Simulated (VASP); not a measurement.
# Ti (Fm-3m) in VASP: further runs

Ti is run at these levels: LDA; tasks: single point, relaxation of cell and atoms.

Program: VASP 6.6.1. These are calculated values, not measurements. Logs are shortened: lines on timing, memory, paths and dates and some standing lists are left out, and cuts for length are marked.

## Step 1: The cell of the first run

Symmetry: Fm-3m, No. 225, cubic system. The conventional cell has a = 4.005 Å, b = 4.005 Å, c = 4.005 Å, α = 90.00°, β = 90.00°, γ = 90.00°. Ti (site symmetry m-3m) has 12 Ti at 2.83 Å within 3.7 Å.

## Step 2: Single point, LDA

The input, INCAR:

```
SYSTEM = Ti
PREC = Accurate
ENCUT = 520
EDIFF = 1E-6
ISMEAR = -1
SIGMA = 0.1
LREAL = .False.
LASPH = .True.
NELM = 100
ALGO = Normal
ISIF = 2
LWAVE = .False.
LCHARG = .False.
GGA = CA
NBANDS = 12
```

The input, KPOINTS:

```
Automatic mesh
0
Gamma
  24 24 24
  0 0 0
```

The input, POSCAR:

```
Ti
1.0
    0.0000000000      2.0024937123      2.0024937123
    2.0024937123      0.0000000000      2.0024937123
    2.0024937123      2.0024937123      0.0000000000
Ti
1
Direct
    0.0000000000      0.0000000000      0.0000000000
```

Potentials or basis: VASP PAW LDA potentials, release 64 (Ti_sv).

Launch:

```sh
cat potpaw_LDA.64/Ti_sv/POTCAR > POTCAR
mpirun -np 1 vasp_std > vasp.out
```

OUTCAR:

```text
SYSTEM = Ti
   PREC = Accurate
   ENCUT = 520
   EDIFF = 1E-6
   ISMEAR = -1
   LREAL = .False.
   LASPH = .True.
   NELM = 100
   ISIF = 2
   GGA = CA

 ion  position               nearest neighbor table
   1  0.000  0.000  0.000-

  LATTYP: Found a face centered cubic cell.
 ALAT       =     4.0049874246

  Lattice vectors:

 A1 = (   0.0000000000,   2.0024937123,   2.0024937123)
 A2 = (   2.0024937123,   0.0000000000,   2.0024937123)
 A3 = (   2.0024937123,   2.0024937123,   0.0000000000)

Analysis of symmetry for initial positions (statically):
=====================================================================
 Subroutine PRICEL returns:
 Original cell was already a primitive cell.

 Routine SETGRP: Setting up the symmetry group for a
 face centered cubic supercell.

 Subroutine GETGRP returns: Found 48 space group operations
 (whereof 48 operations were pure point group operations)
 out of a pool of 48 trial point group operations.

The static configuration has the point symmetry O_h .

Analysis of symmetry for dynamics (positions and initial velocities):
=====================================================================
 Subroutine PRICEL returns:
 Original cell was already a primitive cell.

 Routine SETGRP: Setting up the symmetry group for a
 face centered cubic supercell.

 Subroutine GETGRP returns: Found 48 space group operations
 (whereof 48 operations were pure point group operations)
 out of a pool of 48 trial point group operations.

The dynamic configuration has the point symmetry O_h .

 Subroutine INISYM returns: Found 48 space group operations
 (whereof 48 operations are pure point group operations),
 and found     1 'primitive' translations

----------------------------------------------------------------------------------------

                                     Primitive cell

  volume of cell :      16.0599

  direct lattice vectors                    reciprocal lattice vectors
     0.000000000  2.002493712  2.002493712    -0.249688674  0.249688674  0.249688674
     2.002493712  0.000000000  2.002493712     0.249688674 -0.249688674  0.249688674
     2.002493712  2.002493712  0.000000000     0.249688674  0.249688674 -0.249688674

  length of vectors
     2.831953767  2.831953767  2.831953767     0.432473470  0.432473470  0.432473470

  position of ions in fractional coordinates (direct lattice)
     0.000000000  0.000000000  0.000000000

  ion indices of the primitive-cell ions
   primitive index   ion index
                 1           1

----------------------------------------------------------------------------------------

 KPOINTS: Automatic mesh

Automatic generation of k-mesh.
 Grid dimensions read from file:
 generate k-points for:   24   24   24

 Generating k-lattice:

  Cartesian coordinates                     Fractional coordinates (reciprocal lattice)
    -0.010403695  0.010403695  0.010403695     0.041666667  0.000000000  0.000000000
     0.010403695 -0.010403695  0.010403695     0.000000000  0.041666667  0.000000000
     0.010403695  0.010403695 -0.010403695     0.000000000  0.000000000  0.041666667

  Length of vectors
     0.018019728  0.018019728  0.018019728

  Shift w.r.t. Gamma in fractional coordinates (k-lattice)
     0.000000000  0.000000000  0.000000000

 Subroutine IBZKPT returns following result:
 ===========================================

 Found    413 irreducible k-points:

 Following reciprocal coordinates:
            Coordinates               Weight
  0.000000  0.000000  0.000000      1.000000
  0.041667  0.000000  0.000000      8.000000
  0.083333  0.000000  0.000000      8.000000
  0.125000  0.000000  0.000000      8.000000
  0.166667  0.000000  0.000000      8.000000
  0.208333  0.000000  0.000000      8.000000
[... 16 lines left out ...]
  0.416667  0.041667  0.000000     24.000000
  0.458333  0.041667  0.000000     24.000000
 [... further k-points ...]
   k-points           NKPTS =    413   k-points in BZ     NKDIM =    413   number of bands    NBANDS=     12
   number of dos      NEDOS =    301   number of ions     NIONS =      1
   total plane-waves  NPLWV =  13824
   dimension x,y,z NGX =    24 NGY =   24 NGZ =   24
   dimension x,y,z NGXF=    48 NGYF=   48 NGZF=   48
   ions per type =               1
   NGX,Y,Z   is equivalent  to a cutoff of  14.09, 14.09, 14.09 a.u.
   NGXF,Y,Z  is equivalent  to a cutoff of  28.18, 28.18, 28.18 a.u.
 SYSTEM =  Ti
   PREC   = accura    normal or accurate (medium, high low for compatibility)
   ISTART =      0    job   : 0-new  1-cont  2-samecut
   ICHARG =      2    charge: 1-file 2-atom 10-const
   ISPIN  =      1    spin polarized calculation?
   LNONCOLLINEAR =      F non collinear calculations
   LSORBIT =      F    spin-orbit coupling
   LASPH  =      T    aspherical Exc in radial PAW
   ENCUT  =  520.0 eV  38.22 Ry    6.18 a.u.   5.27  5.27  5.27*2*pi/ulx,y,z
   NELM   =    100;   NELMIN=  2; NELMDL= -5     # of ELM steps
   EDIFF  = 0.1E-05   stopping-criterion for ELM
   LREAL  =      F    real-space projection
   EDIFFG = 0.1E-04   stopping-criterion for IOM
   NSW    =      0    number of steps for IOM
   IBRION =     -1    ionic relax: 0-MD 1-quasi-New 2-CG
   NFREE  =      0    steps in history (QN), initial steepest desc. (CG)
   ISIF   =      2    stress and relaxation
   ISYM   =      2    0-nonsym 1-usesym 2-fastsym
   POTIM  = 0.5000    time-step for ionic-motion
   TEBEG  =    0.0;   TEEND  =   0.0 temperature during run
   PSTRESS=    0.0 pullay stress
   NELECT =      12.0000    total number of electrons
   NUPDOWN=      -1.0000    fix difference up-down
   EMIN   =  10.00;   EMAX   =-10.00  energy-range for DOS
   EFERMI =   0.00;   METHOD = LEGACY
   ISMEAR =    -1;   SIGMA  =   0.10  broadening in eV -4-tet -1-fermi 0-gaus
   EFERMI_NEDOS =   21; number of points for ismear=-14 and -15
   IALGO  =     38    algorithm
   IMIX   =      4    mixing-type and parameters
     AMIX     =   0.40;   BMIX     =  1.00
     AMIX_MAG =   1.60;   BMIX_MAG =  1.00
  volume/ion in A,a.u.               =      16.06       108.38
  Fermi-wavevector in a.u.,A,eV,Ry     =   1.485551  2.807283 30.026157  2.206860
  Thomas-Fermi vector in A             =   2.598948
   LORBIT       =      0    0 simple, 1 ext, 2 COOP (PROOUT), +10 PAW based schemes
   GGA     = CA    functional components
   LHFCALC =     F    Hartree Fock is set to
   AEXX    =    0.0000 exact exchange contribution
   IVDW    =     0    specifies the selected vdW correction
   LEPSILON=     F    determine dielectric tensor
   LRPA    =     F    only Hartree local field effects (RPA)
 non-spin polarized calculation
  energy-cutoff  :      520.00
  volume of cell :       16.06
 maximum number of plane-waves:       448
 NGX is ok and might be reduce to    24
   NGX = 11   NGY = 11   NGZ = 11

 number of electron      11.9999999 magnetization

 Free energy of the ion-electron system (eV)
  ---------------------------------------------------
  ext. energy  EPLUGINS =         0.00000000
  ---------------------------------------------------
  free energy    TOTEN  =        -8.52548449 eV

  energy without entropy =       -8.47318355  energy(sigma->0) =       -8.49933402

 E-fermi :   8.8452     XC(G=0): -12.1636

 val. band max:        8.8439418190   @ k =   0.2500   0.1667   0.0833
 cond. band min:       8.8522300902   @ k =  -0.3333   0.2917   0.0000
 fundamental gap:      0.0082882712
 Fermi energy:         8.8452084408

 k-point     1 :       0.0000    0.0000    0.0000
  band No.  band energies     occupation
      1     -47.0529      2.00000
      2     -23.1752      2.00000
      3     -23.1752      2.00000
      4     -23.1752      2.00000
      5       2.6518      2.00000
      6       9.7324      0.00028
      7       9.7324      0.00028
      8       9.7324      0.00028
      9      11.5226      0.00000
     10      11.5226      0.00000
     11      24.6212      0.00000
     12      29.4024      0.00000

 k-point     2 :       0.0417    0.0000    0.0000
  band No.  band energies     occupation
      1     -47.0499      2.00000
      2     -23.1911      2.00000
      3     -23.1772      2.00000
      4     -23.1772      2.00000
      5       2.7129      2.00000
      6       9.6934      0.00041
      7       9.7555      0.00022
      8       9.7555      0.00022
      9      11.5069      0.00000
     10      11.5069      0.00000
     11      24.6835      0.00000
     12      28.8989      0.00000

 k-point     3 :       0.0833    0.0000    0.0000
  band No.  band energies     occupation
      1     -47.0412      2.00000
      2     -23.2374      2.00000
      3     -23.1828      2.00000
      4     -23.1828      2.00000
      5       2.8934      2.00000
      6       9.5829      0.00125
      7       9.8201      0.00012
      8       9.8201      0.00012
      9      11.4661      0.00000
     10      11.4661      0.00000
     11      24.8439      0.00000
     12      27.8382      0.00000
[... 286 lines left out ...]
 k-point    23 :       0.4167    0.0417    0.0000
  band No.  band energies     occupation
      1     -46.8905      2.00000
      2     -23.9826      2.00000
      3     -23.2858      2.00000
      4     -23.2815      2.00000
      5       5.9602      2.00000
      6       9.2198      0.04614
      7       9.6492      0.00064
      8       9.7235      0.00031
      9      12.4821      0.00000
     10      12.5949      0.00000
     11      18.9021      0.00000
     12      24.2501      0.00000

 k-point    24 :       0.4583    0.0417    0.0000
  band No.  band energies     occupation
      1     -46.8797      2.00000
      2     -24.0334      2.00000
      3     -23.2908      2.00000
      4     -23.2901      2.00000
      5       6.0770      2.00000
      6       9.3978      0.00793
      7       9.6587      0.00059
      8       9.6950      0.00041
      9      12.7083      0.00000
     10      12.7191      0.00000
     11      18.2285      0.00000
     12      24.0306      0.00000

 [... further k-points ...]
[... 5 lines left out ...]
  --------------------------------------------------------------------------------------
  -------------------------------------------------------------------------------------
  Total       -0.0170356     -0.0170356     -0.0170356      0.0000000     -0.0000000      0.0000000
  in kB       -1.6995160     -1.6995160     -1.6995160      0.0000000     -0.0000000      0.0000000
  external PRESSURE =      -1.6995160 kB  Pullay stress =       0.0000000 kB

 VOLUME and BASIS-vectors are now :
 -----------------------------------------------------------------------------
  energy-cutoff  :      520.00
  volume of cell :       16.06
      direct lattice vectors                 reciprocal lattice vectors
     0.000000000  2.002493712  2.002493712    -0.249688674  0.249688674  0.249688674
     2.002493712  0.000000000  2.002493712     0.249688674 -0.249688674  0.249688674
     2.002493712  2.002493712  0.000000000     0.249688674  0.249688674 -0.249688674

 POSITION                                       TOTAL-FORCE (eV/Angst)
 -----------------------------------------------------------------------------------
      0.00000      0.00000      0.00000        -0.000000     -0.000000     -0.000000
 -----------------------------------------------------------------------------------
    total drift:                               -0.000000     -0.000000      0.000000

  FREE ENERGIE OF THE ION-ELECTRON SYSTEM (eV)
  ---------------------------------------------------
  free  energy   TOTEN  =        -8.5254844930 eV

  energy  without entropy=       -8.4731835530  energy(sigma->0) =       -8.49933402
```

Wall time 45 s (1 thread of Intel Xeon Platinum 8488C (Sapphire Rapids), shared host); peak memory 0.19 GiB.

What came out:

```yaml
Free_energy: -8.5255 eV
Pressure: -0.2 GPa
Band_gap_on_the_k_mesh: zero (band 6 reaches 9.73 eV, above the bottom of band 7 at 8.44 eV)
```

## Step 3: Relaxation of cell and atoms, LDA

This run uses another cell than the first one, of 16.73 Å³/atom, 1.042 times its volume.

The input, INCAR:

```
PREC = Accurate
ENCUT = 600
EDIFF = 1E-6
ISMEAR = -1
SIGMA = 0.1
LREAL = F
LASPH = T
NELM = 100
ALGO = Normal
ISIF = 3
LWAVE = F
LCHARG = F
GGA = CA
IBRION = 2
NSW = 100
EDIFFG = -0.002
```

The input, KPOINTS:

```
regular mesh
0
Gamma
  24 24 24
```

The input, POSCAR:

```
Ti
1.0
    0.0000000000      2.0300000000      2.0300000000
    2.0300000000      0.0000000000      2.0300000000
    2.0300000000      2.0300000000      0.0000000000
Ti
1
Direct
    0.0000000000      0.0000000000      0.0000000000
```

Potentials or basis: VASP PAW LDA potentials, release 64 (Ti_sv).

Launch:

```sh
cat potpaw_LDA.64/Ti_sv/POTCAR > POTCAR
mpirun -np 1 vasp_std > vasp.out
```

Wall time 7.7 min (1 thread of Intel Xeon Platinum 8488C (Sapphire Rapids), shared host); peak memory 0.23 GiB.

The run converged. Its results:

```
Free energy                            : -8.5254 eV
Relaxed volume                         : 16.04 Å³/atom
Relaxed cell                           : a = 2.831 Å, b = 2.831 Å, c = 2.831 Å, α = 60.00°, β = 60.00°, γ = 60.00°
Space group after relaxing (to 0.05 Å) : Fm-3m (No. 225)
Energy gained by relaxing              : 10.7 meV/atom
Ionic steps                            : 26
Pressure after relaxing                : 0.0 GPa
Band gap on the k mesh                 : zero (band 6 reaches 9.75 eV, above the bottom of band 7 at 8.46 eV)
```

Step by step:
```tsv
step	energy change (eV)	largest force (eV/Å)	pressure (GPa)	volume (Å³)
1	0.0000	0.0000	-4.68	16.73
2	-0.0056	0.0000	3.65	15.58
3	-0.0107	0.0000	0.05	16.03
4	-0.0107	0.0000	-0.05	16.04
5	-0.0107	0.0000	-0.08	16.04
6	-0.0107	0.0000	-0.09	16.04
7	-0.0107	0.0000	-0.09	16.04
8	-0.0107	0.0000	-0.08	16.04
9	-0.0107	0.0000	-0.08	16.04
10	-0.0107	0.0000	-0.08	16.04
11	-0.0107	0.0000	-0.08	16.04
12	-0.0107	0.0000	-0.08	16.04
13	-0.0107	0.0000	-0.08	16.04
14	-0.0107	0.0000	-0.09	16.04
15	-0.0107	0.0000	-0.09	16.04
16	-0.0107	0.0000	-0.10	16.04
17	-0.0107	0.0000	-0.08	16.04
18	-0.0107	0.0000	-0.08	16.03
19	-0.0107	0.0000	0.04	16.02
20	-0.0107	0.0000	0.06	16.03
21	-0.0107	0.0000	0.07	16.03
22	-0.0107	0.0000	0.05	16.03
23	-0.0107	0.0000	0.05	16.03
24	-0.0107	0.0000	0.03	16.03
25	-0.0107	0.0000	0.03	16.03
26	-0.0107	0.0000	0.01	16.04
```

Final structure:
```
Ti
1.0
     0.00000    2.00150    2.00150
     2.00150    0.00000    2.00150
     2.00150    2.00150    0.00000
Ti
1
Cartesian
  0.0000 0.0000 0.0000
```

Levels at points of the mesh, in eV from the Fermi level:
| k point | band 2 | band 3 | band 4 | band 5 | band 6 | band 7 | band 8 | band 9 | band 10 |
| --- | --- | --- | --- | --- | --- | --- | --- | --- | --- |
| (0.00, 0.00, 0.00) | -32.02 | -32.02 | -32.02 | -6.20 | 0.89 | 0.89 | 0.89 | 2.68 | 2.68 |
| (0.50, 0.00, 0.00) | -32.91 | -32.13 | -32.13 | -2.77 | 0.74 | 0.74 | 0.96 | 3.91 | 3.91 |
| (0.50, 0.50, 0.00) | -32.85 | -32.33 | -32.33 | -2.88 | -1.96 | 3.30 | 3.88 | 4.24 | 4.24 |

LDA usually gives volumes a few per cent too small. Zero-point motion and thermal expansion aren't in these numbers.
